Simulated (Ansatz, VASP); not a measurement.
**Two plane-wave programs on Sb**

The input INCAR:

```
ALGO = Normal
EDIFF = 1E-8
ENCUT = 520
GGA = PS
ISIF = 2
ISMEAR = -1
LASPH = True
LCHARG = False
LEFG = True
LREAL = False
LWAVE = False
NBANDS = 8
NELM = 60
PREC = Accurate
SIGMA = 0.05
```

The input KPOINTS:

```
k-points
0
Gamma
  12 12 12
```

The input POSCAR:

```
Sb
1.0
    3.0209360058      0.0000000000      0.0000000000
    0.0000000000      3.0209360058      0.0000000000
    0.0000000000      0.0000000000      3.0209360058
Sb
1
Direct
    0.0000000000      0.0000000000      0.0000000000
```

Input for Ansatz:

```yaml
crystal:
  lattice:
    - [3.0209360058, 0.0, 0.0]
    - [0.0, 3.0209360058, 0.0]
    - [0.0, 0.0, 3.0209360058]
  atoms:
    - { symbol: Sb, position: [0.0, 0.0, 0.0] }
kpoints:
  mp_grid: { grid: [12, 12, 12] }
scf:
  occupations: { method: fermi_dirac, width: 0.05 }
hamiltonian:
  xc: pbesol
  pseudopotentials: { kind: paw }
output:
  forces: true
  stress: true
  eigenvalues: true
  efg: { contact_densities: true }
```

Change from the starting cell: volume scaled by 0.9405, PAW files.

Alike in both runs: task electric field gradients; functional PBEsol; k mesh 12 × 12 × 12; occupations fermi-dirac, width 0.05 eV; no spin polarisation.

|  | VASP | Ansatz |
| --- | --- | --- |
| version | VASP 6.6.1 | Ansatz 0.2.0 |
| potentials or method | VASP PAW PBE potentials, release 64 (Sb) | PAW with Ansatz's default frozen-core files, scalar-relativistic |
| plane-wave cutoff (eV) | 520 | 420 |
| valence electrons in the cell | 5 | 15 |

```tsv
	VASP	Ansatz	Ansatz less VASP
pressure (GPa)	2.8	2.6	-0.17
```

VASP's potentials were made for PBE, not for PBEsol. The functional is the same, so the differences come from potentials, cutoffs and numerics. VASP's potentials hold 5 valence electrons a cell and Ansatz's 15, so a difference there can come from the potentials and not from the codes.

Spin-orbit coupling is off throughout.
